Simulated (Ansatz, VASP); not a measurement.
## One calculation of SbP3, two programs

File INCAR:

```
ALGO     = Normal         # electronic algorithm
EDIFF    = 1E-6           # SCF threshold, eV
EDIFFG   = -0.01          # ionic threshold
ENCUT    = 600            # plane-wave cutoff, eV
GGA      = PE             # functional
IBRION   = 2              # ionic algorithm
ISIF     = 3              # what is computed and relaxed
ISMEAR   = 0              # smearing method
LASPH    = True           # aspherical terms in the spheres
LCHARG   = False          # write CHGCAR
LREAL    = False          # projectors in reciprocal space
LWAVE    = False          # write WAVECAR
NELM     = 60             # most SCF steps
NSW      = 100            # ionic steps
PREC     = Accurate       # precision mode
SIGMA    = 0.02           # smearing width, eV
```

KPOINTS

```
k-points
0
Gamma
  6 6 6
```

File POSCAR:

```
SbP3
1.0
    5.8663001148      0.0000000000      0.0000000000
   -2.9331500574      5.0803649257      0.0000000000
    0.0000000000      0.0000000000      5.7425040987
Sb P
1 3
Direct
    0.0000000000      0.0000000000      0.2365832992
    0.0000000000      0.7815951843      0.6179176682
    0.7815951843      0.0000000000      0.6179176682
    0.2184048157      0.2184048157      0.6179176682
```

Input for Ansatz:

```yaml
crystal:
  lattice:
    - [5.8663001148, 0.0, 0.0]
    - [-2.9331500574, 5.0803649257, 0.0]
    - [0.0, 0.0, 5.7425040987]
  atoms:
    - { symbol: Sb, position: [0.0, 0.0, 0.2365832992] }
    - { symbol: P, position: [0.0, 0.7815951843, 0.6179176682] }
    - { symbol: P, position: [0.7815951843, 0.0, 0.6179176682] }
    - { symbol: P, position: [0.2184048157, 0.2184048157, 0.6179176682] }
basis:
  ecutwfc: 420
kpoints:
  mp_grid: { grid: [6, 6, 6] }
hamiltonian:
  xc: pbe
scf:
  occupations: { method: gaussian, width: 0.02 }
output:
  forces: true
  stress: true
  eigenvalues: true
  write_density: true
  write_potential: true
  elf: true
  volumetric_format: npy
relax:
  adjacent_minimum: "off"
  f_tol: 0.01
  max_steps: 80
  cell: { stress_tol: 0.05 }
```

Alike in both runs: task relaxation of cell and atoms; functional PBE; k mesh 6 × 6 × 6; occupations gaussian, width 0.02 eV; no spin polarisation.

|  | VASP | Ansatz |
| --- | --- | --- |
| version | VASP 6.6.1 | Ansatz 0.2.0 |
| potentials or method | VASP PAW PBE potentials, release 64 (Sb, P), cutoff 600 eV | scalar-relativistic, plane waves, PAW |
| valence electrons in the cell | 20 | 30 |

```tsv
	VASP	Ansatz	Ansatz less VASP
gap on the k mesh at the Fermi level, each at its own relaxed structure (eV)	2.31	2.34	+0.036
relaxed volume (Å³/atom)	43.33	43.80	+0.465
relaxed length of the cell vector where the two differ most in proportion (Å)	5.646	5.672	+0.0257
```

VASP's potentials hold 20 valence electrons a cell and Ansatz's 30, so a difference there can come from the potentials and not from the codes.

Neither program's run includes spin-orbit coupling.
